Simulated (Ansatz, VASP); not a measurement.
**SnO2 in VASP and in Ansatz**

```xyz
6
Lattice="3.2043 0.0000 0.0000 -1.6022 2.7750 0.0000 0.0000 0.0000 10.1974" Properties=species:S:1:pos:R:3 pbc="T T T"
Sn   -0.4163    0.0000    5.0987
Sn    0.4163    0.0000    0.0000
O     1.1800    0.9250    4.0827
O     2.0243    0.9250    1.0160
O    -0.4222    1.8500    6.1147
O     0.4222    1.8500    9.1814
```

Change from the starting cell: mode 1 frozen in at -0.419 Å, equal normal strain along x, y and z +0.0083.

Alike in both runs: task single point; functional PBEsol; dispersion D3(BJ); k mesh 12 × 12 × 4; occupations gaussian, width 0.05 eV; no spin polarisation.

|  | VASP | Ansatz |
| --- | --- | --- |
| version | VASP 6.6.1 | Ansatz 0.2.0 |
| potentials or method | VASP PAW PBE potentials, release 64 (Sn_d, O), cutoff 520 eV | scalar-relativistic, plane waves, PAW |
| valence electrons in the cell | 52 | 52 |

```csv
,VASP,Ansatz,Ansatz less VASP
gap on the k mesh at the Fermi level (eV),2.06,2.08,+0.020
least direct gap on the mesh (eV),2.40,2.41,+0.012
pressure (GPa),-3.1,-3.7,-0.63
"traceless stress, the component that is largest in VASP (GPa)",0.36,0.75,+0.384
rms of the force components (eV/Å),0.093,0.120,+0.0267
```

VASP's potentials were made for PBE, not for PBEsol, and Ansatz warns of the same on its side. Atom by atom the forces differ by 0.028 eV/Å (rms over components).
